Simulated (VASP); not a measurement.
# Ge (Fd-3m) in VASP: notebook

Ge is run at these levels: LDA; tasks: single point.

Everything below comes from runs of VASP 6.6.1. Logs are shortened: lines on timing, memory, paths and dates and some standing lists are left out, and cuts for length are marked.

### 1 The cell of the first run

The structure is cubic, space group Fd-3m (No. 227). Conventional cell: a = 4.606 Å, b = 4.606 Å, c = 4.606 Å, α = 90.00°, β = 90.00°, γ = 90.00°. Ge (site symmetry -43m) has 4 Ge at 1.99 Å within 2.6 Å.

### 2 Single point, LDA (volume scaled by 0.55)

INCAR reads:

```
PREC = Accurate
ENCUT = 520
EDIFF = 1E-6
ISMEAR = -1
SIGMA = 0.05
LREAL = False
LASPH = True
NELM = 60
ALGO = Normal
ISIF = 2
LWAVE = False
LCHARG = False
GGA = CA
NBANDS = 21
```

KPOINTS reads:

```
Automatic mesh
0
Gamma
  13 13 13
```

POSCAR reads:

```
Ge
1.0
    0.0000000000      2.3031445250      2.3031445250
    2.3031445250      0.0000000000      2.3031445250
    2.3031445250      2.3031445250      0.0000000000
Ge
2
Direct
   -0.1250000000     -0.1250000000     -0.1250000000
    0.1250000000      0.1250000000      0.1250000000
```

Potentials or basis: VASP PAW LDA potentials, release 64 (Ge_d).

Command:

```bash
$ cat potpaw_LDA.64/Ge_d/POTCAR > POTCAR
$ mpirun -np 1 vasp_std > vasp.out
```

OUTCAR:

```text
PREC = Accurate
   ENCUT = 520
   EDIFF = 1E-6
   ISMEAR = -1
   LREAL = False
   LASPH = True
   NELM = 60
   ISIF = 2
   GGA = CA

 ion  position               nearest neighbor table
   1  0.875  0.875  0.875-   2 1.99   2 1.99   2 1.99   2 1.99
   2  0.125  0.125  0.125-   1 1.99   1 1.99   1 1.99   1 1.99

  LATTYP: Found a face centered cubic cell.
 ALAT       =     4.6062890500

  Lattice vectors:

 A1 = (   0.0000000000,   2.3031445250,   2.3031445250)
 A2 = (   2.3031445250,   0.0000000000,   2.3031445250)
 A3 = (   2.3031445250,   2.3031445250,   0.0000000000)

Analysis of symmetry for initial positions (statically):
=====================================================================
 Subroutine PRICEL returns:
 Original cell was already a primitive cell.

 Routine SETGRP: Setting up the symmetry group for a
 face centered cubic supercell.

 Subroutine GETGRP returns: Found 48 space group operations
 (whereof 12 operations were pure point group operations)
 out of a pool of 48 trial point group operations.

The static configuration has the point symmetry D_3d.
 The point group associated with its full space group is O_h .

Analysis of symmetry for dynamics (positions and initial velocities):
=====================================================================
 Subroutine PRICEL returns:
 Original cell was already a primitive cell.

 Routine SETGRP: Setting up the symmetry group for a
 face centered cubic supercell.

 Subroutine GETGRP returns: Found 48 space group operations
 (whereof 12 operations were pure point group operations)
 out of a pool of 48 trial point group operations.

The dynamic configuration has the point symmetry D_3d.
 The point group associated with its full space group is O_h .

 Subroutine INISYM returns: Found 48 space group operations
 (whereof 12 operations are pure point group operations),
 and found     1 'primitive' translations

----------------------------------------------------------------------------------------

                                     Primitive cell

  volume of cell :      24.4339

  direct lattice vectors                    reciprocal lattice vectors
     0.000000000  2.303144525  2.303144525    -0.217094496  0.217094496  0.217094496
[... 72 lines left out ...]
   dimension x,y,z NGXF=    48 NGYF=   48 NGZF=   48
   ions per type =               2
   NGX,Y,Z   is equivalent  to a cutoff of  12.25, 12.25, 12.25 a.u.
   NGXF,Y,Z  is equivalent  to a cutoff of  24.50, 24.50, 24.50 a.u.
 SYSTEM =  unknown system
   PREC   = accura    normal or accurate (medium, high low for compatibility)
   ISTART =      0    job   : 0-new  1-cont  2-samecut
   ICHARG =      2    charge: 1-file 2-atom 10-const
   ISPIN  =      1    spin polarized calculation?
   LNONCOLLINEAR =      F non collinear calculations
   LSORBIT =      F    spin-orbit coupling
   LASPH  =      T    aspherical Exc in radial PAW
   ENCUT  =  520.0 eV  38.22 Ry    6.18 a.u.   6.06  6.06  6.06*2*pi/ulx,y,z
   NELM   =     60;   NELMIN=  2; NELMDL= -5     # of ELM steps
   EDIFF  = 0.1E-05   stopping-criterion for ELM
   LREAL  =      F    real-space projection
[... 7 lines left out ...]
   TEBEG  =    0.0;   TEEND  =   0.0 temperature during run
   PSTRESS=    0.0 pullay stress
   NELECT =      28.0000    total number of electrons
   NUPDOWN=      -1.0000    fix difference up-down
   EMIN   =  10.00;   EMAX   =-10.00  energy-range for DOS
   EFERMI =   0.00;   METHOD = LEGACY
   ISMEAR =    -1;   SIGMA  =   0.05  broadening in eV -4-tet -1-fermi 0-gaus
   EFERMI_NEDOS =   21; number of points for ismear=-14 and -15
   IALGO  =     38    algorithm
   IMIX   =      4    mixing-type and parameters
     AMIX     =   0.40;   BMIX     =  1.00
     AMIX_MAG =   1.60;   BMIX_MAG =  1.00
  volume/ion in A,a.u.               =      12.22        82.44
  Fermi-wavevector in a.u.,A,eV,Ry     =   1.713154  3.237391 39.931677  2.934895
  Thomas-Fermi vector in A             =   2.790950
   LORBIT       =      0    0 simple, 1 ext, 2 COOP (PROOUT), +10 PAW based schemes
   GGA     = CA    functional components
   LHFCALC =     F    Hartree Fock is set to
   AEXX    =    0.0000 exact exchange contribution
   IVDW    =     0    specifies the selected vdW correction
   LEPSILON=     F    determine dielectric tensor
   LRPA    =     F    only Hartree local field effects (RPA)
 non-spin polarized calculation
  energy-cutoff  :      520.00
  volume of cell :       24.43
 maximum number of plane-waves:       670
   NGX = 13   NGY = 13   NGZ = 13

 number of electron      27.9999981 magnetization

 Free energy of the ion-electron system (eV)
  ---------------------------------------------------
  ext. energy  EPLUGINS =         0.00000000
  ---------------------------------------------------
  free energy    TOTEN  =        -4.22658415 eV

  energy without entropy =       -4.22427842  energy(sigma->0) =       -4.22543128

 E-fermi :  12.6119     XC(G=0): -13.5898

 val. band max:       12.6018067830   @ k =   0.4615   0.3846   0.0000
 cond. band min:      12.6402629751   @ k =   0.4615   0.4615   0.0000
 fundamental gap:      0.0384561921
 Fermi energy:        12.6118561444

 k-point     1 :       0.0000    0.0000    0.0000
  band No.  band energies     occupation
      1     -14.2142      2.00000
      2     -14.2142      2.00000
      3     -14.2142      2.00000
      4     -14.1116      2.00000
      5     -14.1116      2.00000
      6     -13.2180      2.00000
[... 565 lines left out ...]
     20      28.3373      0.00000
     21      29.0440      0.00000

 [... further k-points ...]

------------------------ aborting loop because EDIFF is reached ----------------------------------------

  FORCE on cell =-STRESS in cart. coord.  units (eV):
  Direction    XX          YY          ZZ          XY          YZ          ZX
  --------------------------------------------------------------------------------------
  -------------------------------------------------------------------------------------
  Total       25.9670065     25.9670065     25.9670065      0.0000000     -0.0000000      0.0000000
  in kB     1702.7029902   1702.7029902   1702.7029902      0.0000000     -0.0000000      0.0000000
  external PRESSURE =    1702.7029902 kB  Pullay stress =       0.0000000 kB

 VOLUME and BASIS-vectors are now :
 -----------------------------------------------------------------------------
  energy-cutoff  :      520.00
  volume of cell :       24.43
      direct lattice vectors                 reciprocal lattice vectors
     0.000000000  2.303144525  2.303144525    -0.217094496  0.217094496  0.217094496
     2.303144525  0.000000000  2.303144525     0.217094496 -0.217094496  0.217094496
     2.303144525  2.303144525  0.000000000     0.217094496  0.217094496 -0.217094496

 POSITION                                       TOTAL-FORCE (eV/Angst)
 -----------------------------------------------------------------------------------
      4.03050      4.03050      4.03050        -0.000000     -0.000000     -0.000000
      0.57579      0.57579      0.57579         0.000000      0.000000      0.000000
 -----------------------------------------------------------------------------------
    total drift:                                0.000000      0.000000      0.000000

  FREE ENERGIE OF THE ION-ELECTRON SYSTEM (eV)
  ---------------------------------------------------
  free  energy   TOTEN  =        -4.2265841485 eV

  energy  without entropy=       -4.2242784203  energy(sigma->0) =       -4.22543128
```

OSZICAR:

```text
N       E                     dE             d eps       ncg     rms          rms(c)
DAV:   1     0.168513679141E+03    0.16851E+03   -0.13318E+04  4288   0.413E+03
DAV:   2     0.140664731164E+02   -0.15445E+03   -0.14853E+03  3543   0.575E+02
DAV:   3    -0.448305688625E+01   -0.18550E+02   -0.18412E+02  3888   0.128E+02
DAV:   4    -0.489226520285E+01   -0.40921E+00   -0.40885E+00  4033   0.216E+01
DAV:   5    -0.489686568819E+01   -0.46005E-02   -0.46004E-02  3953   0.231E+00    0.727E+00
DAV:   6    -0.443093392035E+01    0.46593E+00   -0.15586E-01  4810   0.289E+00    0.415E+00
DAV:   7    -0.422705324919E+01    0.20388E+00   -0.19521E-01  4489   0.252E+00    0.301E-01
DAV:   8    -0.422661782125E+01    0.43543E-03   -0.13428E-02  4694   0.126E+00    0.118E-01
DAV:   9    -0.422658454472E+01    0.33277E-04   -0.83168E-04  4481   0.398E-01    0.539E-02
DAV:  10    -0.422658576823E+01   -0.12235E-05   -0.26519E-05  4859   0.103E-01    0.842E-03
DAV:  11    -0.422658426420E+01    0.15040E-05   -0.40938E-06  3800   0.354E-02    0.514E-03
DAV:  12    -0.422658414847E+01    0.11573E-06   -0.37011E-07  2577   0.541E-03
   1 F= -.42265841E+01 E0= -.42254313E+01  d E =-.230573E-02
```

stdout:

```text
POSCAR found type information on POSCAR Ge
 POSCAR found :  1 types and       2 ions
 scaLAPACK will be used
 LDA part: xc-table for (Slater(with rela. corr.)+CA(PZ))
 , standard interpolation
 POSCAR, INCAR and KPOINTS ok, starting setup
 FFT: planning ... GRIDC
 FFT: planning ... GRID_SOFT
 FFT: planning ... GRID
 WAVECAR not read
 entering main loop
```

Run time: 38 s. Hardware: 1 thread of Intel Xeon Platinum 8488C (Sapphire Rapids), shared host; peak memory 0.15 GiB.

What came out:

```yaml
Free_energy: -4.2266 eV
Pressure: 170.3 GPa
Band_gap_on_the_k_mesh: zero (band 14 reaches 13.33 eV, above the bottom of band 15 at 12.34 eV)
```

### 3 Single point, LDA (volume scaled by 0.65)

INCAR reads:

```
SYSTEM = Ge
PREC = Accurate ; ENCUT = 520
EDIFF = 1E-6 ; ISMEAR = -1
SIGMA = 0.05 ; LREAL = .False.
LASPH = .True. ; NELM = 60
ALGO = Normal ; ISIF = 2
LWAVE = .False. ; LCHARG = .False.
GGA = CA ; NBANDS = 21
```

KPOINTS reads:

```
regular mesh
0
Gamma
  13 13 13
  0 0 0
```

POSCAR reads:

```
Ge
1.0
    0.0000000000      2.4350324157      2.4350324157
    2.4350324157      0.0000000000      2.4350324157
    2.4350324157      2.4350324157      0.0000000000
Ge
2
Direct
   -0.1250000000     -0.1250000000     -0.1250000000
    0.1250000000      0.1250000000      0.1250000000
```

Potentials or basis: VASP PAW LDA potentials, release 64 (Ge_d).

Command:

```bash
$ cat potpaw_LDA.64/Ge_d/POTCAR > POTCAR
$ mpirun -np 1 vasp_std > vasp.out
```

Wall time 65 s (1 thread of Intel Xeon Platinum 8488C (Sapphire Rapids), shared host); peak memory 0.16 GiB.

The run converged. Its results:

```yaml
Free_energy: -7.6146 eV
Pressure: 84.4 GPa
Band_gap_on_the_k_mesh: zero (band 14 reaches 10.39 eV, above the bottom of band 15 at 9.97 eV)
```

Levels at points of the mesh, in eV from the Fermi level:
| k point | band 12 | band 13 | band 14 | band 15 | band 16 | band 17 |
| --- | --- | --- | --- | --- | --- | --- |
| (0.00, 0.00, 0.00) | 0.27 | 0.27 | 0.27 | 2.77 | 2.77 | 2.77 |

### 4 Single point, LDA (volume scaled by 0.75)

INCAR reads:

```
PREC = Accurate
ENCUT = 520
EDIFF = 1E-6
ISMEAR = -1
SIGMA = 0.05
LREAL = False
LASPH = True
NELM = 80
ALGO = Normal
ISIF = 2
LWAVE = False
LCHARG = False
GGA = CA
NBANDS = 21
```

KPOINTS reads:

```
Automatic mesh
0
Gamma
  13 13 13
```

POSCAR reads:

```
Ge
1.0
    0.0000000000      2.5539989592      2.5539989592
    2.5539989592      0.0000000000      2.5539989592
    2.5539989592      2.5539989592      0.0000000000
Ge
2
Direct
   -0.1250000000     -0.1250000000     -0.1250000000
    0.1250000000      0.1250000000      0.1250000000
```

Potentials or basis: VASP PAW LDA potentials, release 64 (Ge_d).

Command:

```bash
$ cat potpaw_LDA.64/Ge_d/POTCAR > POTCAR
$ mpirun -np 1 vasp_std > vasp.out
```

OUTCAR:

```text
PREC = Accurate
   ENCUT = 520
   EDIFF = 1E-6
   ISMEAR = -1
   LREAL = False
   LASPH = True
   NELM = 80
   ISIF = 2
   GGA = CA

 ion  position               nearest neighbor table
   1  0.875  0.875  0.875-   2 2.21   2 2.21   2 2.21   2 2.21
   2  0.125  0.125  0.125-   1 2.21   1 2.21   1 2.21   1 2.21

  LATTYP: Found a face centered cubic cell.
 ALAT       =     5.1079979184

  Lattice vectors:

 A1 = (   0.0000000000,   2.5539989592,   2.5539989592)
 A2 = (   2.5539989592,   0.0000000000,   2.5539989592)
 A3 = (   2.5539989592,   2.5539989592,   0.0000000000)

Analysis of symmetry for initial positions (statically):
=====================================================================
 Subroutine PRICEL returns:
 Original cell was already a primitive cell.

 Routine SETGRP: Setting up the symmetry group for a
 face centered cubic supercell.

 Subroutine GETGRP returns: Found 48 space group operations
 (whereof 12 operations were pure point group operations)
 out of a pool of 48 trial point group operations.

The static configuration has the point symmetry D_3d.
 The point group associated with its full space group is O_h .

Analysis of symmetry for dynamics (positions and initial velocities):
=====================================================================
 Subroutine PRICEL returns:
 Original cell was already a primitive cell.

 Routine SETGRP: Setting up the symmetry group for a
 face centered cubic supercell.

 Subroutine GETGRP returns: Found 48 space group operations
 (whereof 12 operations were pure point group operations)
 out of a pool of 48 trial point group operations.

The dynamic configuration has the point symmetry D_3d.
 The point group associated with its full space group is O_h .

 Subroutine INISYM returns: Found 48 space group operations
[... 108 lines left out ...]
   NELECT =      28.0000    total number of electrons
   NUPDOWN=      -1.0000    fix difference up-down
   EMIN   =  10.00;   EMAX   =-10.00  energy-range for DOS
   EFERMI =   0.00;   METHOD = LEGACY
   ISMEAR =    -1;   SIGMA  =   0.05  broadening in eV -4-tet -1-fermi 0-gaus
   EFERMI_NEDOS =   21; number of points for ismear=-14 and -15
   IALGO  =     38    algorithm
   IMIX   =      4    mixing-type and parameters
     AMIX     =   0.40;   BMIX     =  1.00
     AMIX_MAG =   1.60;   BMIX_MAG =  1.00
  volume/ion in A,a.u.               =      16.66       112.42
  Fermi-wavevector in a.u.,A,eV,Ry     =   1.544887  2.919414 32.472707  2.386677
  Thomas-Fermi vector in A             =   2.650344
   LORBIT       =      0    0 simple, 1 ext, 2 COOP (PROOUT), +10 PAW based schemes
   GGA     = CA    functional components
   LHFCALC =     F    Hartree Fock is set to
   AEXX    =    0.0000 exact exchange contribution
   IVDW    =     0    specifies the selected vdW correction
   LEPSILON=     F    determine dielectric tensor
   LRPA    =     F    only Hartree local field effects (RPA)
 non-spin polarized calculation
  energy-cutoff  :      520.00
  volume of cell :       33.32
 maximum number of plane-waves:       914
   NGX = 13   NGY = 13   NGZ = 13

 number of electron      27.9999971 magnetization

 Free energy of the ion-electron system (eV)
  ---------------------------------------------------
  ext. energy  EPLUGINS =         0.00000000
  ---------------------------------------------------
  free energy    TOTEN  =        -9.29326481 eV

  energy without entropy =       -9.29248363  energy(sigma->0) =       -9.29287422

 E-fermi :   8.2069     XC(G=0): -11.8254

 val. band max:        8.0957565519   @ k =  -0.0769   0.0769   0.0000
 cond. band min:       8.2274725717   @ k =   0.3846   0.3846   0.0000
 fundamental gap:      0.1317160198
 Fermi energy:         8.2069023379

 k-point     1 :       0.0000    0.0000    0.0000
  band No.  band energies     occupation
      1     -17.4309      2.00000
      2     -17.4309      2.00000
      3     -17.4309      2.00000
      4     -17.3644      2.00000
      5     -17.3644      2.00000
      6     -16.9166      2.00000
[... 565 lines left out ...]
     20      21.5131      0.00000
     21      21.5228      0.00000

 [... further k-points ...]

------------------------ aborting loop because EDIFF is reached ----------------------------------------

  FORCE on cell =-STRESS in cart. coord.  units (eV):
  Direction    XX          YY          ZZ          XY          YZ          ZX
  --------------------------------------------------------------------------------------
  -------------------------------------------------------------------------------------
  Total        8.4957637      8.4957637      8.4957637      0.0000000     -0.0000000      0.0000000
  in kB      408.5270908    408.5270908    408.5270908      0.0000000     -0.0000000      0.0000000
  external PRESSURE =     408.5270908 kB  Pullay stress =       0.0000000 kB

 VOLUME and BASIS-vectors are now :
 -----------------------------------------------------------------------------
  energy-cutoff  :      520.00
  volume of cell :       33.32
      direct lattice vectors                 reciprocal lattice vectors
     0.000000000  2.553998959  2.553998959    -0.195771419  0.195771419  0.195771419
     2.553998959  0.000000000  2.553998959     0.195771419 -0.195771419  0.195771419
     2.553998959  2.553998959  0.000000000     0.195771419  0.195771419 -0.195771419

 POSITION                                       TOTAL-FORCE (eV/Angst)
 -----------------------------------------------------------------------------------
      4.46950      4.46950      4.46950        -0.000000     -0.000000     -0.000000
      0.63850      0.63850      0.63850         0.000000      0.000000      0.000000
 -----------------------------------------------------------------------------------
    total drift:                                0.000000      0.000000     -0.000000

  FREE ENERGIE OF THE ION-ELECTRON SYSTEM (eV)
  ---------------------------------------------------
  free  energy   TOTEN  =        -9.2932648089 eV

  energy  without entropy=       -9.2924836266  energy(sigma->0) =       -9.29287422
```

It took 80 s on 1 thread of Intel Xeon Platinum 8488C (Sapphire Rapids), shared host; peak memory 0.17 GiB.

What came out:

- Free energy: -9.2933 eV
- Pressure: 40.9 GPa
- Band gap on the k mesh: zero (band 14 reaches 8.28 eV, above the bottom of band 15 at 8.23 eV)

Levels at points of the mesh, in eV from the Fermi level:
```csv
k point,band 10,band 11,band 12,band 13,band 14,band 15,band 16,band 17,band 18,band 19
"(0.00, 0.00, 0.00)",-25.06,-15.51,0.07,0.07,0.07,2.64,2.64,2.64,3.00,7.03
```

### 5 Single point, LDA (volume scaled by 0.85)

INCAR reads:

```
  ALGO = Normal
  EDIFF = 1E-6
  ENCUT = 520
  GGA = CA
  ISIF = 2
  ISMEAR = -1
  LASPH = T
  LCHARG = F
  LREAL = F
  LWAVE = F
  NBANDS = 21
  NELM = 80
  PREC = Accurate
  SIGMA = 0.05
```

KPOINTS reads:

```
k-points
0
Gamma
  13 13 13
```

POSCAR reads:

```
Ge
1.0
    0.0000000000      2.6628085130      2.6628085130
    2.6628085130      0.0000000000      2.6628085130
    2.6628085130      2.6628085130      0.0000000000
Ge
2
Direct
   -0.1250000000     -0.1250000000     -0.1250000000
    0.1250000000      0.1250000000      0.1250000000
```

Command:

```bash
$ cat potpaw_LDA.64/Ge_d/POTCAR > POTCAR
$ mpirun -np 1 vasp_std > vasp.out
```

Run time: 78 s. Hardware: 1 thread of Intel Xeon Platinum 8488C (Sapphire Rapids), shared host; peak memory 0.17 GiB.

The run converged. Its results:

```yaml
Free_energy: -10.0748 eV
Pressure: 17.5 GPa
Band_gap_on_the_k_mesh: 0.21 eV, indirect (least direct gap 1.61 eV)
```

Levels at points of the mesh, in eV from the valence-band top:
| k point | band 10 | band 11 | band 12 | band 13 | band 14 | band 15 | band 16 | band 17 | band 18 | band 19 |
| --- | --- | --- | --- | --- | --- | --- | --- | --- | --- | --- |
| (0.00, 0.00, 0.00) | -24.88 | -14.33 | 0.00 | 0.00 | 0.00 | 1.61 | 2.58 | 2.58 | 2.58 | 6.66 |

### 6 Summary

| cell | gap on the mesh (eV) | pressure (GPa) |
| --- | --- | --- |
| a = 3.257 Å, angles 60.0°, 2 atoms | none | 170.3 |
| a = 3.444 Å, angles 60.0°, 2 atoms | none | 84.4 |
| a = 3.612 Å, angles 60.0°, 2 atoms | none | 40.9 |
| a = 3.766 Å, angles 60.0°, 2 atoms | 0.21 | 17.5 |

Alike in all rows: task single point; level LDA; potentials or basis VASP PAW LDA potentials, release 64 (Ge_d); no spin polarisation; k mesh 13 × 13 × 13; cutoff (eV) 520; smearing fermi-dirac 0.05 eV.

Total energies depend on the potentials used, so only differences within one code and one set of settings carry meaning.
